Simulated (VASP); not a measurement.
Ta2C: single point with r2SCAN

Crystal: Ta2C.

```xyz
3
Lattice="3.1321 0.0000 0.0000 -1.5660 2.7125 0.0000 0.0000 0.0000 4.9747" Properties=species:S:1:pos:R:3 pbc="T T T"
Ta    0.0000    1.8083    1.2550
Ta    1.5660    0.9042    3.7197
C     0.0000    0.0000    0.0000
```

| Property | Result |
| --- | --- |
| Program | VASP 6.6.1 |
| Task | single point |
| Functional | r2SCAN |
| Potentials or basis | VASP PAW PBE potentials, release 64 (Ta_pv, C) |
| Cutoff | 520 eV |
| k mesh | 12 × 12 × 7 |
| Occupations | fermi-dirac, width 0.1 eV |
| Spin | no spin polarisation |

| Quantity | Value |
| --- | --- |
| Pressure | -4.5 GPa |
| Largest force | 0.034 eV/Å |
| Band gap on the k mesh | zero (band 13 reaches 6.90 eV, above the bottom of band 14 at 6.20 eV) |

Forces in eV/Å, atoms in the order of the input:
```
Ta   0.000  0.000  0.034
Ta   0.000  0.000 -0.034
C    0.000  0.000  0.000
```

Levels at points of the mesh, in eV from the Fermi level:
```tsv
k point	band 9	band 10	band 11	band 12	band 13	band 14	band 15	band 16	band 17	band 18
(0.00, 0.00, 0.00)	-3.83	-3.83	-3.53	0.02	0.51	0.51	1.12	1.12	2.43	2.43
(0.50, 0.00, 0.00)	-4.62	-4.24	-3.78	-2.11	-0.50	3.34	3.46	4.51	5.08	5.21
```

Run time: 3.9 min on 1 thread of AMD EPYC 9R45 96-Core Processor (Zen 5), on a shared host, peak memory 0.2 GiB.

Caveat: the PAW data sets were made with another functional, which shifts forces and pressure a little; spin-orbit coupling is left out, which moves the levels of the heavy elements.
